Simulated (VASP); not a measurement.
# CsSnBr3 (Pm-3m) in VASP: a series of runs

CsSnBr3 is run at these levels: PBE; tasks: single point, relaxation of the atoms.

All numbers are computed with VASP 6.6.1; they aren't measurements. Logs are shortened: lines on timing, memory, paths and dates and some standing lists are left out, and cuts for length are marked.

## Step 1: The cell of the first run

It takes space group Pm-3m (No. 221, cubic). The conventional cell has a = 5.796 Å, b = 5.796 Å, c = 5.796 Å, α = 90.00°, β = 90.00°, γ = 90.00°. Within 5.4 Å of Cs (site symmetry m-3m) lie 12 Br at 4.10 Å and 8 Sn at 5.02 Å. Sn (site symmetry m-3m) has 6 Br at 2.90 Å within 3.8 Å. Br (site symmetry 4/mmm) has 2 Sn at 2.90 Å within 3.8 Å.

## Step 2: Single point, PBE

File INCAR:

```
SYSTEM = CsSnBr3
  ALGO = Normal
  EDIFF = 1E-6
  ENCUT = 500
  GGA = PE
  GGA_COMPAT = .FALSE.
  ISIF = 2
  ISMEAR = 0
  LASPH = .TRUE.
  LCHARG = .FALSE.
  LREAL = .FALSE.
  LWAVE = .FALSE.
  NBANDS = 30
  NELM = 120
  PREC = Accurate
  SIGMA = 0.01
```

File KPOINTS:

```
k-points
0
G
  6 6 6
  0 0 0
```

File POSCAR:

```
CsSnBr3
1.0
    5.7956000000      0.0000000000      0.0000000000
    0.0000000000      5.7956000000      0.0000000000
    0.0000000000      0.0000000000      5.7956000000
Cs Sn Br
1 1 3
Direct
    0.0000000000      0.0000000000      0.0000000000
    0.5000000000      0.5000000000      0.5000000000
    0.5000000000      0.0000000000      0.5000000000
    0.5000000000      0.5000000000      0.0000000000
    0.0000000000      0.5000000000      0.5000000000
```

Potentials or basis: VASP PAW PBE potentials, release 64 (Cs_sv, Sn_d, Br).

Run with:

```sh
$ cat potpaw_PBE.64/Cs_sv/POTCAR potpaw_PBE.64/Sn_d/POTCAR potpaw_PBE.64/Br/POTCAR > POTCAR
$ mpirun -np 1 vasp_std > vasp.out
```

OUTCAR:

```text
SYSTEM = CsSnBr3
   EDIFF = 1E-6
   ENCUT = 500
   GGA = PE
   ISIF = 2
   ISMEAR = 0
   LASPH = .TRUE.
   LREAL = .FALSE.
   NELM = 120
   PREC = Accurate

 ion  position               nearest neighbor table
   1  0.000  0.000  0.000-
   2  0.500  0.500  0.500-   3 2.90   4 2.90   5 2.90   4 2.90   3 2.90   5 2.90
   3  0.500  0.000  0.500-   2 2.90   2 2.90
   4  0.500  0.500  0.000-   2 2.90   2 2.90
   5  0.000  0.500  0.500-   2 2.90   2 2.90

  LATTYP: Found a simple cubic cell.
 ALAT       =     5.7956000000

  Lattice vectors:

 A1 = (   5.7956000000,   0.0000000000,   0.0000000000)
 A2 = (   0.0000000000,   5.7956000000,   0.0000000000)
 A3 = (   0.0000000000,   0.0000000000,   5.7956000000)

Analysis of symmetry for initial positions (statically):
=====================================================================
 Subroutine PRICEL returns:
 Original cell was already a primitive cell.

 Routine SETGRP: Setting up the symmetry group for a
 simple cubic supercell.

 Subroutine GETGRP returns: Found 48 space group operations
 (whereof 48 operations were pure point group operations)
 out of a pool of 48 trial point group operations.

The static configuration has the point symmetry O_h .

Analysis of symmetry for dynamics (positions and initial velocities):
=====================================================================
 Subroutine PRICEL returns:
 Original cell was already a primitive cell.

 Routine SETGRP: Setting up the symmetry group for a
 simple cubic supercell.

 Subroutine GETGRP returns: Found 48 space group operations
 (whereof 48 operations were pure point group operations)
 out of a pool of 48 trial point group operations.

The dynamic configuration has the point symmetry O_h .

 Subroutine INISYM returns: Found 48 space group operations
 (whereof 48 operations are pure point group operations),
 and found     1 'primitive' translations

----------------------------------------------------------------------------------------

                                     Primitive cell

  volume of cell :     194.6683

  direct lattice vectors                    reciprocal lattice vectors
     5.795600000  0.000000000  0.000000000     0.172544689  0.000000000  0.000000000
     0.000000000  5.795600000  0.000000000     0.000000000  0.172544689  0.000000000
     0.000000000  0.000000000  5.795600000     0.000000000  0.000000000  0.172544689

  length of vectors
     5.795600000  5.795600000  5.795600000     0.172544689  0.172544689  0.172544689

  position of ions in fractional coordinates (direct lattice)
     0.000000000  0.000000000  0.000000000
     0.500000000  0.500000000  0.500000000
     0.500000000  0.000000000  0.500000000
     0.500000000  0.500000000  0.000000000
     0.000000000  0.500000000  0.500000000

  ion indices of the primitive-cell ions
   primitive index   ion index
                 1           1
                 2           2
                 3           3
                 4           4
                 5           5

----------------------------------------------------------------------------------------

 KPOINTS: k-points

Automatic generation of k-mesh.
 Grid dimensions read from file:
 generate k-points for:    6    6    6

 Generating k-lattice:

  Cartesian coordinates                     Fractional coordinates (reciprocal lattice)
     0.028757448  0.000000000  0.000000000     0.166666667  0.000000000  0.000000000
     0.000000000  0.028757448  0.000000000     0.000000000  0.166666667  0.000000000
     0.000000000  0.000000000  0.028757448     0.000000000  0.000000000  0.166666667

  Length of vectors
     0.028757448  0.028757448  0.028757448

  Shift w.r.t. Gamma in fractional coordinates (k-lattice)
     0.000000000  0.000000000  0.000000000

 Subroutine IBZKPT returns following result:
 ===========================================

 Found     20 irreducible k-points:

 Following reciprocal coordinates:
            Coordinates               Weight
  0.000000  0.000000  0.000000      1.000000
  0.166667  0.000000  0.000000      6.000000
  0.333333  0.000000  0.000000      6.000000
  0.500000  0.000000  0.000000      3.000000
  0.166667  0.166667  0.000000     12.000000
  0.333333  0.166667  0.000000     24.000000
[... 12 lines left out ...]
  0.500000  0.500000  0.333333      6.000000
  0.500000  0.500000  0.500000      1.000000
   k-points           NKPTS =     20   k-points in BZ     NKDIM =     20   number of bands    NBANDS=     30
   number of dos      NEDOS =    301   number of ions     NIONS =      5
   total plane-waves  NPLWV =  74088
   dimension x,y,z NGX =    42 NGY =   42 NGZ =   42
   dimension x,y,z NGXF=    84 NGYF=   84 NGZF=   84
   ions per type =               1   1   3
   NGX,Y,Z   is equivalent  to a cutoff of  12.05, 12.05, 12.05 a.u.
   NGXF,Y,Z  is equivalent  to a cutoff of  24.10, 24.10, 24.10 a.u.
 SYSTEM =  CsSnBr3
   PREC   = accura    normal or accurate (medium, high low for compatibility)
   ISTART =      0    job   : 0-new  1-cont  2-samecut
   ICHARG =      2    charge: 1-file 2-atom 10-const
   ISPIN  =      1    spin polarized calculation?
   LNONCOLLINEAR =      F non collinear calculations
   LSORBIT =      F    spin-orbit coupling
   LASPH  =      T    aspherical Exc in radial PAW
   ENCUT  =  500.0 eV  36.75 Ry    6.06 a.u.  10.57 10.57 10.57*2*pi/ulx,y,z
   NELM   =    120;   NELMIN=  2; NELMDL= -5     # of ELM steps
   EDIFF  = 0.1E-05   stopping-criterion for ELM
   LREAL  =      F    real-space projection
   EDIFFG = 0.1E-04   stopping-criterion for IOM
   NSW    =      0    number of steps for IOM
   IBRION =     -1    ionic relax: 0-MD 1-quasi-New 2-CG
   NFREE  =      0    steps in history (QN), initial steepest desc. (CG)
   ISIF   =      2    stress and relaxation
   ISYM   =      2    0-nonsym 1-usesym 2-fastsym
   POTIM  = 0.5000    time-step for ionic-motion
   TEBEG  =    0.0;   TEEND  =   0.0 temperature during run
   PSTRESS=    0.0 pullay stress
   NELECT =      44.0000    total number of electrons
   NUPDOWN=      -1.0000    fix difference up-down
   EMIN   =  10.00;   EMAX   =-10.00  energy-range for DOS
   EFERMI =   0.00;   METHOD = LEGACY
   ISMEAR =     0;   SIGMA  =   0.01  broadening in eV -4-tet -1-fermi 0-gaus
   EFERMI_NEDOS =   21; number of points for ismear=-14 and -15
   IALGO  =     38    algorithm
   IMIX   =      4    mixing-type and parameters
     AMIX     =   0.40;   BMIX     =  1.00
     AMIX_MAG =   1.60;   BMIX_MAG =  1.00
  volume/ion in A,a.u.               =      38.93       262.74
  Fermi-wavevector in a.u.,A,eV,Ry     =   0.997227  1.884486 13.530470  0.994461
  Thomas-Fermi vector in A             =   2.129369
   LORBIT       =      0    0 simple, 1 ext, 2 COOP (PROOUT), +10 PAW based schemes
   GGA     = PE    functional components
   LHFCALC =     F    Hartree Fock is set to
   AEXX    =    0.0000 exact exchange contribution
   IVDW    =     0    specifies the selected vdW correction
   LEPSILON=     F    determine dielectric tensor
   LRPA    =     F    only Hartree local field effects (RPA)
 non-spin polarized calculation
 Gauss-broadening in eV      SIGMA  =   0.01
  energy-cutoff  :      500.00
  volume of cell :      194.67
 maximum number of plane-waves:      4972
   NGX = 21   NGY = 21   NGZ = 21

 number of electron      44.0000004 magnetization

 Free energy of the ion-electron system (eV)
  ---------------------------------------------------
  ext. energy  EPLUGINS =         0.00000000
  ---------------------------------------------------
  free energy    TOTEN  =       -15.79987781 eV

  energy without entropy =      -15.79987781  energy(sigma->0) =      -15.79987781

 E-fermi :   2.5878     XC(G=0):  -7.7533

 val. band max:        2.4695205129   @ k =   0.5000   0.5000   0.5000
 cond. band min:       2.8525579057   @ k =   0.5000   0.5000   0.5000
 fundamental gap:      0.3830373927
 Fermi energy:         2.5878057952

 k-point     1 :       0.0000    0.0000    0.0000
  band No.  band energies     occupation
      1     -19.9369      2.00000
      2     -19.8295      2.00000
      3     -19.8295      2.00000
      4     -19.7982      2.00000
      5     -19.7982      2.00000
      6     -19.7982      2.00000
[... 22 lines left out ...]
     29       7.4098      0.00000
     30       7.4098      0.00000

 k-point     2 :       0.1667    0.0000    0.0000
  band No.  band energies     occupation
      1     -19.9365      2.00000
      2     -19.8295      2.00000
      3     -19.8278      2.00000
      4     -19.7983      2.00000
      5     -19.7983      2.00000
      6     -19.7982      2.00000
[... 22 lines left out ...]
     29       6.4853      0.00000
     30       7.3656      0.00000

 k-point     3 :       0.3333    0.0000    0.0000
  band No.  band energies     occupation
      1     -19.9359      2.00000
      2     -19.8295      2.00000
      3     -19.8244      2.00000
      4     -19.7984      2.00000
      5     -19.7984      2.00000
      6     -19.7982      2.00000
[... 22 lines left out ...]
     29       6.7223      0.00000
     30       7.5483      0.00000

 k-point     4 :       0.5000    0.0000    0.0000
  band No.  band energies     occupation
      1     -19.9355      2.00000
      2     -19.8295      2.00000
      3     -19.8227      2.00000
      4     -19.7985      2.00000
      5     -19.7985      2.00000
      6     -19.7982      2.00000
[... 484 lines left out ...]
     29       6.9610      0.00000
     30       7.5386      0.00000

 k-point    19 :       0.5000    0.5000    0.3333
  band No.  band energies     occupation
      1     -19.9336      2.00000
      2     -19.8209      2.00000
      3     -19.8192      2.00000
      4     -19.7987      2.00000
      5     -19.7986      2.00000
      6     -19.7986      2.00000
[... 22 lines left out ...]
     29       6.7934      0.00000
     30       7.6979      0.00000

 k-point    20 :       0.5000    0.5000    0.5000
  band No.  band energies     occupation
      1     -19.9334      2.00000
      2     -19.8191      2.00000
      3     -19.8191      2.00000
      4     -19.7987      2.00000
      5     -19.7987      2.00000
      6     -19.7987      2.00000
[... 22 lines left out ...]
     29       6.6623      0.00000
     30       7.9400      0.00000

------------------------ aborting loop because EDIFF is reached ----------------------------------------

  FORCE on cell =-STRESS in cart. coord.  units (eV):
  Direction    XX          YY          ZZ          XY          YZ          ZX
  --------------------------------------------------------------------------------------
  -------------------------------------------------------------------------------------
  Total        1.3612519      1.3612519      1.3612519      0.0000000      0.0000000      0.0000000
  in kB       11.2035036     11.2035036     11.2035036      0.0000000      0.0000000      0.0000000
  external PRESSURE =      11.2035036 kB  Pullay stress =       0.0000000 kB

 VOLUME and BASIS-vectors are now :
 -----------------------------------------------------------------------------
  energy-cutoff  :      500.00
  volume of cell :      194.67
      direct lattice vectors                 reciprocal lattice vectors
     5.795600000  0.000000000  0.000000000     0.172544689  0.000000000  0.000000000
     0.000000000  5.795600000  0.000000000     0.000000000  0.172544689  0.000000000
     0.000000000  0.000000000  5.795600000     0.000000000  0.000000000  0.172544689

 POSITION                                       TOTAL-FORCE (eV/Angst)
 -----------------------------------------------------------------------------------
      0.00000      0.00000      0.00000         0.000000      0.000000      0.000000
      2.89780      2.89780      2.89780         0.000000      0.000000      0.000000
      2.89780      0.00000      2.89780         0.000000      0.000000      0.000000
      2.89780      2.89780      0.00000         0.000000      0.000000      0.000000
      0.00000      2.89780      2.89780         0.000000      0.000000      0.000000
 -----------------------------------------------------------------------------------
    total drift:                                0.000000     -0.000000     -0.000000

  FREE ENERGIE OF THE ION-ELECTRON SYSTEM (eV)
  ---------------------------------------------------
  free  energy   TOTEN  =       -15.7998778082 eV

  energy  without entropy=      -15.7998778082  energy(sigma->0) =      -15.79987781
```

Run time: 74 s. Hardware: 1 thread of Intel Xeon Platinum 8259CL at 2.50GHz (Skylake/Cascade Lake), shared host; peak memory 0.32 GiB.

What came out:

```yaml
Free_energy: -15.7999 eV
Pressure: 1.1 GPa
Band_gap_on_the_k_mesh: 0.38 eV
```

Caveat: semilocal functionals underestimate gaps, and a narrow one can read as zero; spin-orbit coupling is left out, which moves the levels of the heavy elements. A k mesh can miss the band edges.

## Step 3: Relaxation of the atoms, PBE

File INCAR:

```
ALGO = Normal
EDIFF = 1E-7
EDIFFG = -0.003
ENCUT = 450
GGA = PE
GGA_COMPAT = F
IBRION = 2
ISIF = 2
ISMEAR = 0
LASPH = T
LCHARG = F
LREAL = F
LWAVE = F
NELM = 120
NELMIN = 4
NSW = 80
PREC = Accurate
SIGMA = 0.01
```

File KPOINTS:

```
k-points
0
Gamma
  6 6 6
```

POSCAR is that of step 2.

Potentials or basis: VASP PAW PBE potentials, release 64 (Cs_sv, Sn_d, Br).

Run with:

```sh
$ cat potpaw_PBE.64/Cs_sv/POTCAR potpaw_PBE.64/Sn_d/POTCAR potpaw_PBE.64/Br/POTCAR > POTCAR
$ mpirun -np 1 vasp_std > vasp.out
```

It took 60 s on 1 thread of Intel Xeon Platinum 8259CL at 2.50GHz (Skylake/Cascade Lake), shared host; peak memory 0.28 GiB.

Results (log left out):

```
Free energy             : -15.7997 eV
Pressure after relaxing : 1.1 GPa
Band gap on the k mesh  : 0.38 eV
```

Final structure:
```
Cs Sn Br
1.0
     5.79560    0.00000    0.00000
     0.00000    5.79560    0.00000
     0.00000    0.00000    5.79560
Cs Sn Br
1 1 3
Direct
  0.00000 0.00000 0.00000
  0.50000 0.50000 0.50000
  0.50000 0.00000 0.50000
  0.50000 0.50000 0.00000
  0.00000 0.50000 0.50000
```

Levels at points of the mesh, in eV from the valence-band top:
```tsv
k point	band 19	band 20	band 21	band 22	band 23	band 24	band 25	band 26
(0.00, 0.00, 0.00)	-3.20	-3.06	-3.06	-3.06	2.10	3.10	3.10	3.75
(0.50, 0.00, 0.00)	-3.34	-3.18	-3.18	-2.09	1.41	3.56	4.18	4.19
(0.50, 0.50, 0.00)	-3.47	-3.47	-2.70	-1.02	0.93	0.93	3.88	4.25
(0.50, 0.50, 0.50)	-2.68	-2.68	-2.68	0.00	0.38	0.38	0.38	3.58
```

Caveat: the relaxation stopped at its first step, so nothing moved; semilocal functionals underestimate gaps, and a narrow one can read as zero; spin-orbit coupling is left out, which moves the levels of the heavy elements.
